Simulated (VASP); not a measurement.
Set up this calculation in VASP 6.6.1, as the native input.

| Property | Result |
| --- | --- |
| Task | single point |
| Functional | PBEsol |
| Potentials or basis | VASP PAW PBE potentials, release 64 (Sc_sv, Al) |
| Cutoff | 520 eV |
| k mesh | 12 × 12 × 12 |
| Occupations | gaussian, width 0.15 eV |
| Spin | no spin polarisation |
| Dipole correction | no |
| Further INCAR settings | ALGO = Fast; EDIFF = 1e-06; NBANDS = 26 |

The structure of Sc3Al lies in POSCAR:

```
Sc3Al
1.0
    4.3091730737      0.0000000000      0.0000000000
    0.0000000000      4.3091730737      0.0000000000
    0.0000000000      0.0000000000      4.2435511487
Sc Al
3 1
Direct
    0.5000000000      0.0000000000      0.5000000000
    0.0000000000      0.5000000000      0.5000000000
    0.5000000000      0.5000000000      0.0000000000
    0.0000000000      0.0000000000      0.0000000000
```

This cell differs from its parent crystal: strain -0.015 along x and y, -0.030 along z.

The input as run:

INCAR

```
SYSTEM = Sc3Al
PREC     = Accurate       ! precision mode
ENCUT    = 520            ! plane-wave cutoff, eV
EDIFF    = 1E-6           ! SCF threshold, eV
ISMEAR   = 0              ! smearing method
SIGMA    = 0.15           ! smearing width, eV
LREAL    = .False.        ! projectors in reciprocal space
LASPH    = .True.         ! aspherical terms in the spheres
NELM     = 60             ! most SCF steps
ALGO     = Fast           ! electronic algorithm
ISIF     = 2              ! what is computed and relaxed
LWAVE    = .False.        ! write WAVECAR
LCHARG   = .True.         ! write CHGCAR
GGA      = PS             ! functional
LELF     = .True.         ! ELF
LVHAR    = .True.       
NBANDS   = 26             ! bands
```

KPOINTS

```
Automatic mesh
0
Gamma
  12 12 12
  0 0 0
```

Potentials or basis: VASP PAW PBE potentials, release 64 (Sc_sv, Al).

Launch:

```console
$ cat potpaw_PBE.64/Sc_sv/POTCAR potpaw_PBE.64/Al/POTCAR > POTCAR
$ mpirun -np 1 vasp_std > vasp.out
```

It gave:

```yaml
Pressure: 4.6 GPa
Band_gap_on_the_k_mesh: zero (bands 18 and 19 overlap by 1.37 eV)
```

Caveat: the cell differs from its parent crystal (strain -0.015 along x and y, -0.030 along z); the cell stands under pressure; the PAW data sets were made with another functional, which shifts forces and pressure a little.

It took 5.5 min on 1 thread of AMD EPYC 7R13 Processor (Zen 3) (shared host), peak memory 0.4 GiB.
